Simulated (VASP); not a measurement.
# WS2 in VASP: notebook

Runs on WS2. Level: PBE. Tasks: single point.

Program: VASP 6.6.1. These are calculated values, not measurements. Logs are shortened: lines on timing, memory, paths and dates and some standing lists are left out, and cuts for length are marked.

## 1. The cell of the first run

The cell holds a sheet with vacuum, 3 atoms: a = 3.153 Å, b = 3.153 Å, c = 20.000 Å, α = 90.00°, β = 90.00°, γ = 120.00°.

## 2. Single point, PBE, non-collinear spin, zero start, spin-orbit coupling

Input file INCAR:

```
SYSTEM = WS2
  PREC = Accurate
  ENCUT = 400
  EDIFF = 1E-6
  ISMEAR = 0
  SIGMA = 0.01
  LREAL = .FALSE.
  LASPH = .TRUE.
  NELM = 200
  ALGO = Normal
  ISIF = 2
  LWAVE = .FALSE.
  LCHARG = .FALSE.
  MAGMOM = 0 0 0 0 0 0 0 0 0
  LORBIT = 11
  LSORBIT = .TRUE.
  GGA_COMPAT = .FALSE.
  LORBMOM = .TRUE.
  LMAXMIX = 4
  LDIPOL = .TRUE.
  IDIPOL = 3
  DIPOL = 0.5 0.5 0.500
  GGA = PE
  NBANDS = 39
  NELMDL = -8
```

Input file KPOINTS:

```
regular mesh
0
G
  12 12 1
  0 0 0
```

Input file POSCAR:

```
WS2
1.0
    3.1530000000      0.0000000000      0.0000000000
   -1.5765000000      2.7305780981      0.0000000000
    0.0000000000      0.0000000000     20.0000000000
W S
1 2
Direct
    0.3333333333      0.6666666667      0.5000000000
    0.6666666667      0.3333333333      0.5785500000
    0.6666666667      0.3333333333      0.4214500000
```

Potentials or basis: VASP PAW PBE potentials, release 64 (W_sv, S).

Launch:

```console
cat potpaw_PBE.64/W_sv/POTCAR potpaw_PBE.64/S/POTCAR > POTCAR
mpirun -np 1 vasp_ncl > vasp.out
```

OUTCAR:

```text
SYSTEM = WS2
   PREC = Accurate
   ENCUT = 400
   EDIFF = 1E-6
   ISMEAR = 0
   LREAL = .FALSE.
   LASPH = .TRUE.
   NELM = 200
   ISIF = 2
   LORBIT = 11
   LSORBIT = .TRUE.
   GGA = PE
   NELMDL = -8

 ion  position               nearest neighbor table
   1  0.333  0.667  0.500-   2 2.40   3 2.40   2 2.40   3 2.40   2 2.40   3 2.40
   2  0.667  0.333  0.579-   1 2.40   1 2.40   1 2.40
   3  0.667  0.333  0.421-   1 2.40   1 2.40   1 2.40

  LATTYP: Found a hexagonal cell.
 ALAT       =     3.1530000000
 C/A-ratio  =     6.3431652395

  Lattice vectors:

 A1 = (   3.1530000000,   0.0000000000,   0.0000000000)
 A2 = (  -1.5765000000,   2.7305780981,   0.0000000000)
 A3 = (   0.0000000000,   0.0000000000,  20.0000000000)

Analysis of symmetry for initial positions (statically):
=====================================================================
 Subroutine PRICEL returns:
 Original cell was already a primitive cell.

 Routine SETGRP: Setting up the symmetry group for a
 hexagonal supercell.

 Subroutine GETGRP returns: Found 12 space group operations
 (whereof 12 operations were pure point group operations)
 out of a pool of 24 trial point group operations.

The static configuration has the point symmetry D_3h.

Analysis of symmetry for dynamics (positions and initial velocities):
=====================================================================
 Subroutine PRICEL returns:
 Original cell was already a primitive cell.

 Routine SETGRP: Setting up the symmetry group for a
 hexagonal supercell.

 Subroutine GETGRP returns: Found 12 space group operations
 (whereof 12 operations were pure point group operations)
 out of a pool of 24 trial point group operations.

The dynamic configuration has the point symmetry D_3h.

Analysis of structural, dynamic, and magnetic symmetry:
=====================================================================
 Subroutine PRICEL returns:
 Original cell was already a primitive cell.

 Routine SETGRP: Setting up the symmetry group for a
 hexagonal supercell.

 Subroutine GETGRP returns: Found 12 space group operations
 (whereof 12 operations were pure point group operations)
 out of a pool of 24 trial point group operations.

The overall configuration has the point symmetry D_3h.

 Subroutine INISYM returns: Found 12 space group operations
 (whereof 12 operations are pure point group operations),
 and found     1 'primitive' translations

----------------------------------------------------------------------------------------

                                     Primitive cell

  volume of cell :     172.1903

  direct lattice vectors                    reciprocal lattice vectors
     3.153000000  0.000000000  0.000000000     0.317158262  0.183111408  0.000000000
    -1.576500000  2.730578098  0.000000000     0.000000000  0.366222816  0.000000000
[... 1166 lines left out ...]

  FREE ENERGIE OF THE ION-ELECTRON SYSTEM (eV)
  ---------------------------------------------------
  free  energy   TOTEN  =       -24.4147274509 eV

  energy  without entropy=      -24.4147274509  energy(sigma->0) =      -24.41472745

 vacuum level on the upper side and lower side of the slab         3.699         3.699

 orbital moment (x)

 # of ion     p       d       tot
 ----------------------------------------
  1         0.000  -0.000  -0.000
  2        -0.000   0.000  -0.000
  3         0.000   0.000   0.000
 ----------------------------------------
            0.000  -0.000   0.000

 orbital moment (y)

 # of ion     p       d       tot
 ----------------------------------------
  1        -0.000   0.000   0.000
  2        -0.000   0.000  -0.000
  3         0.000   0.000   0.000
 ----------------------------------------
           -0.000   0.000  -0.000

 orbital moment (z)

 # of ion     p       d       tot
 ----------------------------------------
  1         0.000   0.000   0.000
  2         0.000   0.000   0.000
  3         0.000   0.000   0.000
 ----------------------------------------
            0.000   0.000   0.000

 Spin-Orbit-Coupling matrix elements

 Ion:    1  E_soc:     -1.4895777
 l=   1
     0.0000000    -0.2212397    -0.2222386
    -0.2212397     0.0000000    -0.2212397
    -0.2222386    -0.2212397     0.0000000
 l=   2
     0.0000000    -0.0050889     0.0000000    -0.0050889    -0.0225569
    -0.0050889     0.0000000    -0.0164085    -0.0043415    -0.0050889
     0.0000000    -0.0164085     0.0000000    -0.0164085     0.0000000
    -0.0050889    -0.0043415    -0.0164085     0.0000000    -0.0050889
    -0.0225569    -0.0050889     0.0000000    -0.0050889     0.0000000
 l=   3
     0.0000000     0.0000000     0.0000000     0.0000000     0.0000000     0.0000000     0.0000000
     0.0000000     0.0000000     0.0000000     0.0000000     0.0000000     0.0000000     0.0000000
     0.0000000     0.0000000     0.0000000     0.0000000     0.0000000     0.0000000     0.0000000
     0.0000000     0.0000000     0.0000000     0.0000000     0.0000000     0.0000000     0.0000000
[... 29 lines left out ...]
 l=   2
     0.0000000     0.0000000     0.0000000     0.0000000     0.0000000
     0.0000000     0.0000000     0.0000000     0.0000000     0.0000000
     0.0000000     0.0000000     0.0000000     0.0000000     0.0000000
     0.0000000     0.0000000     0.0000000     0.0000000     0.0000000
     0.0000000     0.0000000     0.0000000     0.0000000     0.0000000
 l=   3
     0.0000000     0.0000000     0.0000000     0.0000000     0.0000000     0.0000000     0.0000000
     0.0000000     0.0000000     0.0000000     0.0000000     0.0000000     0.0000000     0.0000000
     0.0000000     0.0000000     0.0000000     0.0000000     0.0000000     0.0000000     0.0000000
     0.0000000     0.0000000     0.0000000     0.0000000     0.0000000     0.0000000     0.0000000
     0.0000000     0.0000000     0.0000000     0.0000000     0.0000000     0.0000000     0.0000000
     0.0000000     0.0000000     0.0000000     0.0000000     0.0000000     0.0000000     0.0000000
     0.0000000     0.0000000     0.0000000     0.0000000     0.0000000     0.0000000     0.0000000

 total charge

# of ion       s       p       d       tot
------------------------------------------
    1        2.322   6.339   3.398  12.058
    2        1.359   2.367   0.000   3.726
    3        1.359   2.367   0.000   3.726
--------------------------------------------------
tot          5.040  11.074   3.398  19.511

 magnetization (x)

# of ion       s       p       d       tot
------------------------------------------
    1        0.000  -0.000  -0.000  -0.000
    2       -0.000   0.000   0.000  -0.000
    3        0.000  -0.000   0.000  -0.000
--------------------------------------------------
tot          0.000  -0.000  -0.000  -0.000

 magnetization (y)

# of ion       s       p       d       tot
------------------------------------------
    1        0.000   0.000   0.000   0.000
    2        0.000   0.000   0.000   0.000
    3        0.000   0.000   0.000   0.000
--------------------------------------------------
tot          0.000   0.000   0.000   0.000

 magnetization (z)

# of ion       s       p       d       tot
------------------------------------------
    1       -0.000   0.000  -0.000  -0.000
    2        0.000   0.000   0.000   0.000
    3        0.000   0.000   0.000   0.000
--------------------------------------------------
tot         -0.000   0.000  -0.000   0.000
```

stdout:

```text
POSCAR found type information on POSCAR W S
 POSCAR found :  2 types and       3 ions
 scaLAPACK will be used
 LDA part: xc-table for (Slater+PW92), standard interpolation
 POSCAR, INCAR and KPOINTS ok, starting setup
 FFT: planning ... GRIDC
 FFT: planning ... GRID_SOFT
 FFT: planning ... GRID
 WAVECAR not read
 entering main loop
```

Wall time 9.4 min (1 thread of Oxide Virtual Turin-like, shared host); peak memory 0.66 GiB.

Results:

| Property | Result |
| --- | --- |
| Free energy | -24.4147 eV |
| Largest force | 0.278 eV/Å |
| Net moment | 0.00 μB per cell |
| Valence electrons inside the program's atomic spheres | W 12.06; S 3.73 |

Forces on the atoms (eV/Å):
```
W    0.000  0.000  0.000
S    0.000  0.000  0.278
S    0.000  0.000 -0.278
```

Moments on the atoms (μB; x, y, z):
```
W   0.00 0.00 0.00
S   0.00 0.00 0.00
S   0.00 0.00 0.00
```

## 3. Single point, PBE, non-collinear spin, zero start, spin-orbit coupling

Input file INCAR:

```
PREC = Accurate ; ENCUT = 400
EDIFF = 1E-6 ; ISMEAR = 0
SIGMA = 0.01 ; LREAL = F
LASPH = T ; NELM = 200
ALGO = Normal ; ISIF = 2
LWAVE = F ; LCHARG = F
LNONCOLLINEAR = T ; MAGMOM = 0 0 0 0 0 0 0 0 0
LORBIT = 11 ; LSORBIT = T
GGA_COMPAT = F ; LORBMOM = T
LMAXMIX = 4 ; LDIPOL = T
IDIPOL = 3 ; DIPOL = 0.5 0.5 0.500
GGA = PE ; NBANDS = 39
NELMDL = -8
```

Input file KPOINTS:

```
Automatic mesh
0
Gamma
  12 12 1
```

Input file POSCAR:

```
WS2
1.0
    3.1530000000      0.0000000000      0.0000000000
   -1.5765000000      2.7305780981      0.0000000000
    0.0000000000      0.0000000000     20.0000000000
W S
1 2
Direct
    0.3333333333      0.6666666667      0.5000000000
    0.6666666667      0.3333333333      0.5780500000
    0.6666666667      0.3333333333      0.4219500000
```

Potentials or basis: VASP PAW PBE potentials, release 64 (W_sv, S).

Launch:

```console
cat potpaw_PBE.64/W_sv/POTCAR potpaw_PBE.64/S/POTCAR > POTCAR
mpirun -np 1 vasp_ncl > vasp.out
```

Wall time 9.4 min (1 thread of Oxide Virtual Turin-like, shared host); peak memory 0.66 GiB.

The run converged. Its results:

| Item | Value |
| --- | --- |
| Free energy | -24.4071 eV |
| Largest force | 0.483 eV/Å |
| Net moment | 0.00 μB per cell |
| Valence electrons inside the program's atomic spheres | W 12.07; S 3.73 |

Forces on the atoms (eV/Å):
```
W    0.000  0.000  0.000
S    0.000  0.000  0.483
S    0.000  0.000 -0.483
```

Moments on the atoms (μB; x, y, z):
```
W   0.00 0.00 0.00
S   0.00 0.00 0.00
S   0.00 0.00 0.00
```
